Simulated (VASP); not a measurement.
Crystal: HfH3.

```
Hf H
1.0
     3.03550    0.00000    0.00000
     0.00000    3.03550    0.00000
     0.00000    0.00000    3.03550
Hf H
1 3
Direct
  0.00000 0.00000 0.00000
  0.00000 0.50000 0.50000
  0.50000 0.00000 0.50000
  0.50000 0.50000 0.00000
```

Base run:

| Quantity | Value |
| --- | --- |
| Program | VASP 6.6.1 |
| Functional | PBEsol |
| Dispersion | D3(BJ) |
| Potentials or basis | VASP PAW PBE potentials, release 64 (Hf_pv, H) |
| Cutoff | 520 eV |
| k mesh | 6 × 6 × 6 |
| Occupations | methfessel-paxton, width 0.05 eV |
| Spin | no spin polarisation |

Its results: pressure -0.7 GPa.

Question: The run is repeated on the same cell with these changes: functional from PBEsol to r2SCAN; k mesh from 6 × 6 × 6 to 8 × 8 × 8. What comes out?

Answer: Pressure 2.1 GPa.

Several settings changed at once, so the effect can't be laid on one alone.

Caveats: the PAW data sets were made with another functional, which shifts forces and pressure a little; pairwise dispersion overbinds metals, which lowers pressure and volume.
